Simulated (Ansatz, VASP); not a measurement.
**As: VASP beside Ansatz**

```
As
1.0
     2.27595    0.00000    0.00000
     0.00000    2.27595    0.00000
     0.00000    0.00000    2.27595
As
1
Direct
  0.00000 0.00000 0.00000
```

Change from the starting cell: volume scaled by 0.58, PAW files.

Alike in both runs: task single point; functional PBE; k mesh 15 × 15 × 15; occupations fermi-dirac, width 0.08 eV; no spin polarisation.

```csv
,VASP,Ansatz
version,VASP 6.6.1,Ansatz 0.2.0
potentials or method,"VASP PAW PBE potentials, release 64 (As)","PAW with Ansatz's default frozen-core files, scalar-relativistic"
plane-wave cutoff (eV),520,420
valence electrons in the cell,5,15
```

```tsv
	VASP	Ansatz	Ansatz less VASP
pressure (GPa)	145.3	140.6	-4.70
```

Both programs put the cell under a high pressure, so it lies far from rest at this level. VASP's potentials hold 5 valence electrons a cell and Ansatz's 15, so a difference there can come from the potentials and not from the codes.

Noted on VASP's run: the cell as given lies far from equilibrium.
